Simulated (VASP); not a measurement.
Input of a VASP 6.6.1 run:

File INCAR:

```
SYSTEM = Ta5O
PREC = Accurate ; ENCUT = 600
EDIFF = 1E-6 ; ISMEAR = 0
SIGMA = 0.1 ; LREAL = .False.
LASPH = .True. ; NELM = 100
ALGO = Normal ; ISIF = 3
LWAVE = .False. ; LCHARG = .False.
GGA = PE ; IBRION = 2
NSW = 90 ; EDIFFG = -0.04
```

The input KPOINTS:

```
Automatic mesh
0
Gamma
  6 6 2
  0 0 0
```

Contents of POSCAR:

```
Ta5O
1.0
    2.8544970800      0.0000000000      0.0000000000
    0.0000000000      2.8544970800      0.0000000000
    0.0000000000      0.0000000000     12.0915577200
Ta O
5 1
Direct
    0.5000000000      0.5000000000      0.3344822800
    0.5000000000      0.5000000000      0.6655177200
    0.0000000000      0.0000000000      0.1759868000
    0.0000000000      0.0000000000      0.8240132000
    0.0000000000      0.0000000000      0.5000000000
    0.5000000000      0.5000000000      0.0000000000
```

Potentials or basis: VASP PAW PBE potentials, release 64 (Ta_pv, O).

Command:

```bash
$ cat potpaw_PBE.64/Ta_pv/POTCAR potpaw_PBE.64/O/POTCAR > POTCAR
$ mpirun -np 1 vasp_std > vasp.out
```

Predict the band gap on the k mesh.

zero (an odd number of electrons rules out a gap without spin polarisation).

What does it give for the space group after relaxing (to 0.1 Å)?

P4/mmm (No. 123).

The path:
| step | energy change (eV) | largest force (eV/Å) | pressure (GPa) | volume (Å³) |
| --- | --- | --- | --- | --- |
| 1 | 0.0000 | 5.0172 | 16.68 | 98.52 |
| 2 | 0.1426 | 0.6821 | -25.61 | 124.83 |
| 3 | -1.1549 | 2.4227 | -9.11 | 110.22 |
| 4 | -2.2141 | 1.3700 | -4.78 | 103.87 |
| 5 | -2.6121 | 1.2093 | 4.53 | 97.27 |
| 6 | -2.6771 | 0.8400 | -4.80 | 101.66 |
| 7 | -2.7331 | 0.7887 | -1.52 | 99.92 |
| 8 | -2.9236 | 0.6567 | -0.97 | 99.22 |
| 9 | -3.6606 | 0.6607 | 1.29 | 96.77 |
| 10 | -1.5113 | 2.8202 | 28.73 | 90.52 |
| 11 | -3.6093 | 1.3536 | 3.40 | 95.94 |
| 12 | -3.6196 | 1.2107 | 2.81 | 96.17 |
| 13 | -3.6746 | 1.3017 | 2.51 | 96.25 |
| 14 | -3.7015 | 1.3422 | 2.38 | 96.32 |
| 15 | -3.7459 | 1.2375 | 1.50 | 96.64 |
| 16 | -3.8490 | 0.9329 | -0.98 | 97.59 |
| 17 | -3.9319 | 0.3517 | -5.33 | 99.51 |
| 18 | -3.9942 | 0.1981 | -2.16 | 97.84 |
| 19 | -4.0082 | 0.0767 | 0.28 | 96.66 |
| 20 | -4.0082 | 0.0705 | 0.38 | 96.60 |
| 21 | -4.0087 | 0.0452 | 0.27 | 96.67 |
| 22 | -4.0091 | 0.0115 | 0.00 | 96.80 |

Caveat: the k points lie up to 0.38 Å⁻¹ apart in the final cell, too coarse for converged energies and pressures of a metal; spin-orbit coupling is left out, which moves the levels of the heavy elements.
